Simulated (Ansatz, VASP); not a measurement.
# CaB12: VASP beside Ansatz

Contents of INCAR:

```
SYSTEM = CaB12
ALGO = Normal
EDIFF = 1E-6
ENCUT = 520
GGA = PE
ISIF = 2
ISMEAR = 0
LASPH = .TRUE.
LCHARG = .TRUE.
LELF = .TRUE.
LREAL = .FALSE.
LVHAR = .TRUE.
LWAVE = .FALSE.
NBANDS = 35
NELM = 60
PREC = Accurate
SIGMA = 0.1
```

KPOINTS

```
k-points
0
G
  10 10 10
  0 0 0
```

POSCAR

```
CaB12
1.0
    0.0000000000      3.7575744000      3.7575744000
    3.7575744000      0.0000000000      3.7575744000
    3.7575744000      3.7575744000      0.0000000000
Ca B
1 12
Direct
    0.0000000000      0.0000000000      0.0000000000
    0.8361970000      0.5000000000      0.5000000000
    0.8361970000      0.5000000000      0.1638030000
    0.5000000000      0.8361970000      0.1638030000
    0.5000000000      0.8361970000      0.5000000000
    0.1638030000      0.5000000000      0.5000000000
    0.5000000000      0.1638030000      0.5000000000
    0.5000000000      0.1638030000      0.8361970000
    0.1638030000      0.5000000000      0.8361970000
    0.1638030000      0.8361970000      0.5000000000
    0.5000000000      0.5000000000      0.8361970000
    0.5000000000      0.5000000000      0.1638030000
    0.8361970000      0.1638030000      0.5000000000
```

Input for Ansatz:

```yaml
crystal:
  lattice:
    - [0.0, 3.7575744, 3.7575744]
    - [3.7575744, 0.0, 3.7575744]
    - [3.7575744, 3.7575744, 0.0]
  atoms:
    - { symbol: Ca, position: [0.0, 0.0, 0.0] }
    - { symbol: B, position: [0.836197, 0.5, 0.5] }
    - { symbol: B, position: [0.836197, 0.5, 0.163803] }
    - { symbol: B, position: [0.5, 0.836197, 0.163803] }
    - { symbol: B, position: [0.5, 0.836197, 0.5] }
    - { symbol: B, position: [0.163803, 0.5, 0.5] }
    - { symbol: B, position: [0.5, 0.163803, 0.5] }
    - { symbol: B, position: [0.5, 0.163803, 0.836197] }
    - { symbol: B, position: [0.163803, 0.5, 0.836197] }
    - { symbol: B, position: [0.163803, 0.836197, 0.5] }
    - { symbol: B, position: [0.5, 0.5, 0.836197] }
    - { symbol: B, position: [0.5, 0.5, 0.163803] }
    - { symbol: B, position: [0.836197, 0.163803, 0.5] }
basis:
  ecutwfc: 420
kpoints:
  mp_grid: { grid: [10, 10, 10] }
  band_path:
    path:
      - [[0.0, 0.0, 0.0], [0.5, 0.0, 0.5], [0.625, 0.25, 0.625]]
      - [[0.375, 0.375, 0.75], [0.0, 0.0, 0.0], [0.5, 0.5, 0.5], [0.5, 0.25, 0.75], [0.5, 0.0, 0.5]]
    npoints: 10
hamiltonian:
  xc: pbe
scf:
  occupations: { method: gaussian, width: 0.1 }
  n_extra_bands: 32
output:
  forces: true
  stress: true
  eigenvalues: true
  populations: true
  dos: { projected: true, de: 0.02, nscf_kmesh: { grid: [12, 12, 12] } }
  bader: false
  write_density: true
  write_potential: true
  elf: true
  volumetric_format: npy
```

Alike in both runs: task single point; functional PBE; k mesh 10 × 10 × 10; occupations gaussian, width 0.1 eV; no spin polarisation.

```csv
,VASP,Ansatz
version,VASP 6.6.1,Ansatz 0.2.0
potentials or method,"VASP PAW PBE potentials, release 64 (Ca_sv, B), cutoff 520 eV","scalar-relativistic, plane waves, PAW"
valence electrons in the cell,46,46
```

VASP gave:

```
gap on the k mesh at the Fermi level (eV) : none
pressure (GPa)                            : 0.2
rms of the force components (eV/Å)        : 0.006
```

Question: What did Ansatz give for the same quantities?

Answer: gap on the k mesh at the Fermi level (eV): none; pressure (GPa): 0.0; rms of the force components (eV/Å): 0.005.

Atom by atom the forces differ by 0.001 eV/Å (rms over components). A gap of «none» marks a metal or a gap that the smearing closes.
